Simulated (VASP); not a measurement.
The system is GaSb.

```xyz
2
Lattice="0.0000 3.0993 3.0993 3.0993 0.0000 3.0993 3.0993 3.0993 0.0000" Properties=species:S:1:pos:R:3 pbc="T T T"
Sb    4.6489    4.6489    4.6489
Ga    0.0000    0.0000    0.0000
```

Program: VASP 6.6.1. Alike in all runs: task single point; potentials or basis VASP PAW PBE potentials, release 64 (Sb_d_GW, Ga_d); no spin polarisation; cell as given; k mesh 4 × 4 × 4; smearing fermi-dirac 0.05 eV.

Question: Order these runs on this cell by their pressure, lowest first.
A. level B3LYP; cutoff (eV) 400; share of exact exchange 0.2
B. level BHLYP; cutoff (eV) 400; share of exact exchange 0.5
C. level r2SCAN0; cutoff (eV) 440; share of exact exchange 0.25

Answer: C (-2.7 GPa), B (-1.0 GPa), A (0.8 GPa).

Caveats: all runs use coarse meshes; the PAW data sets were made with another functional, which shifts forces and pressure a little.
